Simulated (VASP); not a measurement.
# LiCl (Fm-3m) in VASP: notebook

LiCl is run at these levels: PBE; tasks: density of states, vibrations by perturbation theory.

All numbers are computed with VASP 6.6.1; they aren't measurements. Logs are shortened: lines on timing, memory, paths and dates and some standing lists are left out, and cuts for length are marked.

## (1) The cell of the first run

The structure is cubic, space group Fm-3m (No. 225). Conventional cell: a = 5.149 Å, b = 5.149 Å, c = 5.149 Å, α = 90.00°, β = 90.00°, γ = 90.00°. Within 3.4 Å of Li (site symmetry m-3m) lie 6 Cl at 2.57 Å. Within 3.4 Å of Cl (site symmetry m-3m) lie 6 Li at 2.57 Å.

## (2) Density of states, PBE

POSCAR

```
LiCl
1.0
    0.0000000000      2.5744533106      2.5744533106
    2.5744533106      0.0000000000      2.5744533106
    2.5744533106      2.5744533106      0.0000000000
Li Cl
1 1
Direct
    0.5000000000      0.5000000000      0.5000000000
    0.0000000000      0.0000000000      0.0000000000
```

INCAR.step1

```
SYSTEM = LiCl
PREC = Accurate
ENCUT = 520
EDIFF = 1E-6
ISMEAR = 0
SIGMA = 0.02
LREAL = .False.
LASPH = .True.
NELM = 80
ALGO = Normal
ISIF = 2
LWAVE = .False.
LCHARG = .True.
GGA = PE
NBANDS = 12
```

KPOINTS.step1

```
regular mesh
0
Gamma
  8 8 8
  0 0 0
```

INCAR.step2

```
SYSTEM = LiCl
PREC = Accurate
ENCUT = 520
EDIFF = 1E-6
ISMEAR = -5
SIGMA = 0.02
LREAL = .False.
LASPH = .True.
NELM = 80
ALGO = Normal
ISIF = 2
LWAVE = .False.
LCHARG = .False.
GGA = PE
LORBIT = 10
NEDOS = 1001
ICHARG = 11
```

KPOINTS.step2

```
regular mesh
0
Gamma
  12 12 12
  0 0 0
```

Potentials or basis: VASP PAW PBE potentials, release 64 (Li_sv, Cl).

Command:

```console
cat potpaw_PBE.64/Li_sv/POTCAR potpaw_PBE.64/Cl/POTCAR > POTCAR
cp INCAR.step1 INCAR
cp KPOINTS.step1 KPOINTS
mpirun -np 1 vasp_std > vasp.out
cp INCAR.step2 INCAR
cp KPOINTS.step2 KPOINTS
mpirun -np 1 vasp_std > vasp.out
```

OUTCAR:

```text
SYSTEM = LiCl
   PREC = Accurate
   ENCUT = 520
   EDIFF = 1E-6
   ISMEAR = -5
   LREAL = .False.
   LASPH = .True.
   NELM = 80
   ISIF = 2
   GGA = PE
   LORBIT = 10
   ICHARG = 11

 ion  position               nearest neighbor table
   1  0.500  0.500  0.500-   2 2.57   2 2.57   2 2.57   2 2.57   2 2.57   2 2.57
   2  0.000  0.000  0.000-   1 2.57   1 2.57   1 2.57   1 2.57   1 2.57   1 2.57

  LATTYP: Found a face centered cubic cell.
 ALAT       =     5.1489066212

  Lattice vectors:

 A1 = (   0.0000000000,   2.5744533106,   2.5744533106)
 A2 = (   2.5744533106,   0.0000000000,   2.5744533106)
 A3 = (   2.5744533106,   2.5744533106,   0.0000000000)

Analysis of symmetry for initial positions (statically):
=====================================================================
 Subroutine PRICEL returns:
 Original cell was already a primitive cell.

 Routine SETGRP: Setting up the symmetry group for a
 face centered cubic supercell.

 Subroutine GETGRP returns: Found 48 space group operations
 (whereof 48 operations were pure point group operations)
 out of a pool of 48 trial point group operations.

The static configuration has the point symmetry O_h .

Analysis of symmetry for dynamics (positions and initial velocities):
=====================================================================
 Subroutine PRICEL returns:
 Original cell was already a primitive cell.

 Routine SETGRP: Setting up the symmetry group for a
 face centered cubic supercell.

 Subroutine GETGRP returns: Found 48 space group operations
 (whereof 48 operations were pure point group operations)
 out of a pool of 48 trial point group operations.

The dynamic configuration has the point symmetry O_h .

 Subroutine INISYM returns: Found 48 space group operations
 (whereof 48 operations are pure point group operations),
 and found     1 'primitive' translations

----------------------------------------------------------------------------------------

                                     Primitive cell

  volume of cell :      34.1260

  direct lattice vectors                    reciprocal lattice vectors
     0.000000000  2.574453311  2.574453311    -0.194215991  0.194215991  0.194215991
     2.574453311  0.000000000  2.574453311     0.194215991 -0.194215991  0.194215991
     2.574453311  2.574453311  0.000000000     0.194215991  0.194215991 -0.194215991

  length of vectors
     3.640826788  3.640826788  3.640826788     0.336391963  0.336391963  0.336391963

  position of ions in fractional coordinates (direct lattice)
     0.500000000  0.500000000  0.500000000
     0.000000000  0.000000000  0.000000000

  ion indices of the primitive-cell ions
   primitive index   ion index
                 1           1
                 2           2

----------------------------------------------------------------------------------------

 KPOINTS: regular mesh

Automatic generation of k-mesh.
 Grid dimensions read from file:
 generate k-points for:   12   12   12

 Generating k-lattice:

  Cartesian coordinates                     Fractional coordinates (reciprocal lattice)
    -0.016184666  0.016184666  0.016184666     0.083333333  0.000000000  0.000000000
     0.016184666 -0.016184666  0.016184666     0.000000000  0.083333333  0.000000000
     0.016184666  0.016184666 -0.016184666     0.000000000  0.000000000  0.083333333

  Length of vectors
     0.028032664  0.028032664  0.028032664

  Shift w.r.t. Gamma in fractional coordinates (k-lattice)
     0.000000000  0.000000000  0.000000000

 TETIRR: Found    247 inequivalent tetrahedra from    10368

 Subroutine IBZKPT returns following result:
 ===========================================

 Found     72 irreducible k-points:

 Following reciprocal coordinates:
            Coordinates               Weight
  0.000000  0.000000  0.000000      1.000000
  0.083333  0.000000  0.000000      8.000000
  0.166667  0.000000  0.000000      8.000000
  0.250000  0.000000  0.000000      8.000000
  0.333333  0.000000  0.000000      8.000000
  0.416667  0.000000  0.000000      8.000000
[... 16 lines left out ...]
  0.500000  0.166667  0.000000     24.000000
 -0.416667  0.166667  0.000000     24.000000
 [... further k-points ...]
   k-points           NKPTS =     72   k-points in BZ     NKDIM =     72   number of bands    NBANDS=      9
   number of dos      NEDOS =   1001   number of ions     NIONS =      2
   total plane-waves  NPLWV =  21952
   dimension x,y,z NGX =    28 NGY =   28 NGZ =   28
   dimension x,y,z NGXF=    56 NGYF=   56 NGZF=   56
   ions per type =               1   1
   NGX,Y,Z   is equivalent  to a cutoff of  12.79, 12.79, 12.79 a.u.
   NGXF,Y,Z  is equivalent  to a cutoff of  25.57, 25.57, 25.57 a.u.
 SYSTEM =  LiCl
   PREC   = accura    normal or accurate (medium, high low for compatibility)
   ISTART =      0    job   : 0-new  1-cont  2-samecut
   ICHARG =     11    charge: 1-file 2-atom 10-const
   ISPIN  =      1    spin polarized calculation?
   LNONCOLLINEAR =      F non collinear calculations
   LSORBIT =      F    spin-orbit coupling
   LASPH  =      T    aspherical Exc in radial PAW
   ENCUT  =  520.0 eV  38.22 Ry    6.18 a.u.   6.77  6.77  6.77*2*pi/ulx,y,z
   NELM   =     80;   NELMIN=  2; NELMDL=  0     # of ELM steps
   EDIFF  = 0.1E-05   stopping-criterion for ELM
   LREAL  =      F    real-space projection
   EDIFFG = 0.1E-04   stopping-criterion for IOM
   NSW    =      0    number of steps for IOM
   IBRION =     -1    ionic relax: 0-MD 1-quasi-New 2-CG
   NFREE  =      0    steps in history (QN), initial steepest desc. (CG)
   ISIF   =      2    stress and relaxation
   ISYM   =      2    0-nonsym 1-usesym 2-fastsym
   POTIM  = 0.5000    time-step for ionic-motion
   TEBEG  =    0.0;   TEEND  =   0.0 temperature during run
   PSTRESS=    0.0 pullay stress
   NELECT =      10.0000    total number of electrons
   NUPDOWN=      -1.0000    fix difference up-down
   EMIN   =  10.00;   EMAX   =-10.00  energy-range for DOS
   EFERMI =   0.00;   METHOD = LEGACY
   ISMEAR =    -5;   SIGMA  =   0.02  broadening in eV -4-tet -1-fermi 0-gaus
   EFERMI_NEDOS =   21; number of points for ismear=-14 and -15
   IALGO  =     38    algorithm
   IMIX   =      4    mixing-type and parameters
     AMIX     =   0.40;   BMIX     =  1.00
     AMIX_MAG =   1.60;   BMIX_MAG =  1.00
  volume/ion in A,a.u.               =      17.06       115.15
  Fermi-wavevector in a.u.,A,eV,Ry     =   1.087376  2.054843 16.087351  1.182387
  Thomas-Fermi vector in A             =   2.223534
   LORBIT       =     10    0 simple, 1 ext, 2 COOP (PROOUT), +10 PAW based schemes
   GGA     = PE    functional components
   LHFCALC =     F    Hartree Fock is set to
   AEXX    =    0.0000 exact exchange contribution
   IVDW    =     0    specifies the selected vdW correction
   LEPSILON=     F    determine dielectric tensor
   LRPA    =     F    only Hartree local field effects (RPA)
 non-spin polarized calculation
 Fermi weights with tetrahedron method with Bloechl corrections
  energy-cutoff  :      520.00
  volume of cell :       34.13
 maximum number of plane-waves:       941

 number of electron      10.0000008 magnetization

 Free energy of the ion-electron system (eV)
  ---------------------------------------------------
  ext. energy  EPLUGINS =         0.00000000
  ---------------------------------------------------
  free energy    TOTEN  =        -7.38622813 eV

  energy without entropy =       -7.38622813  energy(sigma->0) =       -7.38622813

 E-fermi :   0.5113     XC(G=0):  -8.6821

 val. band max:        0.4981622706   @ k =  -0.0833   0.0833   0.0000
 cond. band min:       6.7708596720   @ k =   0.0000   0.0000   0.0000
 fundamental gap:      6.2726974014
 Fermi energy:         0.5112620624

 k-point     1 :       0.0000    0.0000    0.0000
  band No.  band energies     occupation
      1     -43.0476      2.00000
      2     -12.8619      2.00000
      3       0.4953      2.00000
      4       0.4953      2.00000
      5       0.4953      2.00000
      6       6.7709      0.00000
      7      12.4239      0.00000
      8      12.4239      0.00000
      9      12.4239      0.00000

 k-point     2 :       0.0833    0.0000    0.0000
  band No.  band energies     occupation
      1     -43.0474      2.00000
      2     -12.8285      2.00000
      3       0.2494      2.00000
      4       0.4769      2.00000
      5       0.4769      2.00000
      6       7.0010      0.00000
      7      11.9717      0.00000
      8      12.4465      0.00000
      9      12.4466      0.00000

 k-point     3 :       0.1667    0.0000    0.0000
  band No.  band energies     occupation
      1     -43.0469      2.00000
      2     -12.7348      2.00000
      3      -0.3500      2.00000
      4       0.4276      2.00000
      5       0.4276      2.00000
      6       7.4605      0.00000
      7      11.3879      0.00000
      8      11.9795      0.00000
      9      11.9795      0.00000

 k-point     4 :       0.2500    0.0000    0.0000
  band No.  band energies     occupation
      1     -43.0463      2.00000
      2     -12.6007      2.00000
      3      -1.0583      2.00000
      4       0.3633      2.00000
      5       0.3633      2.00000
      6       7.6776      0.00000
      7      11.1733      0.00000
      8      11.1733      0.00000
      9      11.4303      0.00000
[... 205 lines left out ...]
 k-point    22 :       0.4167    0.1667    0.0000
  band No.  band energies     occupation
      1     -43.0451      2.00000
      2     -12.3321      2.00000
      3      -1.7967      2.00000
      4      -0.2087      2.00000
      5      -0.0282      2.00000
      6       8.4197      0.00000
      7       9.8611      0.00000
      8      11.2960      0.00000
      9      11.4333      0.00000

 k-point    23 :       0.5000    0.1667    0.0000
  band No.  band energies     occupation
      1     -43.0448      2.00000
      2     -12.2519      2.00000
      3      -2.0661      2.00000
      4      -0.3792      2.00000
      5       0.0105      2.00000
      6       8.2147      0.00000
      7       9.8376      0.00000
      8      10.8188      0.00000
      9      12.3001      0.00000

 k-point    24 :      -0.4167    0.1667    0.0000
  band No.  band energies     occupation
      1     -43.0448      2.00000
      2     -12.2419      2.00000
      3      -2.0850      2.00000
      4      -0.4958      2.00000
      5       0.1025      2.00000
      6       8.1578      0.00000
      7      10.0009      0.00000
      8      10.5393      0.00000
      9      12.5641      0.00000

 [... further k-points ...]
[... 5 lines left out ...]
  --------------------------------------------------------------------------------------
  -------------------------------------------------------------------------------------
  Total       -0.0174490     -0.0174490     -0.0174490      0.0000000      0.0000000      0.0000000
  in kB       -0.8192112     -0.8192112     -0.8192112      0.0000000      0.0000000      0.0000000
  external PRESSURE =      -0.8192112 kB  Pullay stress =       0.0000000 kB

 VOLUME and BASIS-vectors are now :
 -----------------------------------------------------------------------------
  energy-cutoff  :      520.00
  volume of cell :       34.13
      direct lattice vectors                 reciprocal lattice vectors
     0.000000000  2.574453311  2.574453311    -0.194215991  0.194215991  0.194215991
     2.574453311  0.000000000  2.574453311     0.194215991 -0.194215991  0.194215991
     2.574453311  2.574453311  0.000000000     0.194215991  0.194215991 -0.194215991

 POSITION                                       TOTAL-FORCE (eV/Angst)
 -----------------------------------------------------------------------------------
      2.57445      2.57445      2.57445        -0.000000      0.000000     -0.000000
      0.00000      0.00000      0.00000         0.000000     -0.000000      0.000000
 -----------------------------------------------------------------------------------
    total drift:                                0.000000      0.000000      0.000000

  FREE ENERGIE OF THE ION-ELECTRON SYSTEM (eV)
  ---------------------------------------------------
  free  energy   TOTEN  =        -7.3862281330 eV

  energy  without entropy=       -7.3862281330  energy(sigma->0) =       -7.38622813

 total charge

# of ion       s       p       d       tot
------------------------------------------
    1        2.006   0.033   0.000   2.039
    2        1.589   3.590   0.000   5.179
--------------------------------------------------
tot          3.595   3.623   0.000   7.218
```

Wall time 10 s (1 thread of AMD EPYC 9R45 (Zen 5), shared host); peak memory 0.12 GiB.

Results:

| Quantity | Value |
| --- | --- |
| Valence electrons inside the program's atomic spheres | Li 2.04; Cl 5.18 |

Caveat: the cutoff is under 1.25 times the usual one of these potentials, so pressure, stress and relaxed cells hold a basis-set (Pulay) error.

(Part 1 of 2 ends here.)
